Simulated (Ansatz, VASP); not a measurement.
**One calculation of ZnCu2, two programs**

The input INCAR:

```
SYSTEM = ZnCu2
PREC = Accurate
ENCUT = 520
EDIFF = 1E-6
ISMEAR = -1
SIGMA = 0.1
LREAL = .FALSE.
LASPH = .TRUE.
NELM = 100
ALGO = Normal
ISIF = 2
LWAVE = .FALSE.
LCHARG = .FALSE.
LDIPOL = .TRUE.
IDIPOL = 3
DIPOL = 0.5 0.5 0.500
GGA = PE
NBANDS = 24
```

The input KPOINTS:

```
Automatic mesh
0
G
  15 15 1
  0 0 0
```

The input POSCAR:

```
ZnCu2
1.0
    2.5665139637      0.0000000000      0.0000000000
   -1.2832569818      2.2226662917      0.0000000000
    0.0000000000      0.0000000000     20.1911000000
Cu Zn
2 1
Direct
    0.1666666667      0.3333333333      0.3974439066
    0.8333333333      0.6666666667      0.6025561074
    0.5000000000      1.0000000000      0.4999999857
```

Input for Ansatz:

```yaml
crystal:
  lattice:
    - [2.5665139637, 0.0, 0.0]
    - [-1.2832569818, 2.2226662917, 0.0]
    - [0.0, 0.0, 20.1911]
  atoms:
    - { symbol: Cu, position: [0.1666666667, 0.3333333333, 0.3974439066] }
    - { symbol: Zn, position: [0.5, 1.0, 0.4999999857] }
    - { symbol: Cu, position: [0.8333333333, 0.6666666667, 0.6025561074] }
kpoints:
  mp_grid: { grid: [15, 15, 1] }
scf:
  occupations: { method: fermi_dirac, width: 0.1 }
hamiltonian:
  xc: pbe
  pseudopotentials: { kind: all_electron, lapw: { basis_error: 0.001 } }
output:
  forces: true
  stress: true
  eigenvalues: true
efield:
  axis: 3
  amplitude: 0
  dipole_correction: true
```

Alike in both runs: task single point; functional PBE; k mesh 15 × 15 × 1; occupations fermi-dirac, width 0.1 eV; no spin polarisation.

|  | VASP | Ansatz |
| --- | --- | --- |
| version | VASP 6.6.1 | Ansatz 0.2.0 |
| potentials or method | VASP PAW PBE potentials, release 64 (Cu, Zn), cutoff 520 eV | all-electron LAPW, scalar-relativistic |

```csv
,VASP,Ansatz,Ansatz less VASP
rms of the force components (eV/Å),0.168,0.153,-0.0148
```

Ansatz ran all-electron here, and VASP with PAW potentials.
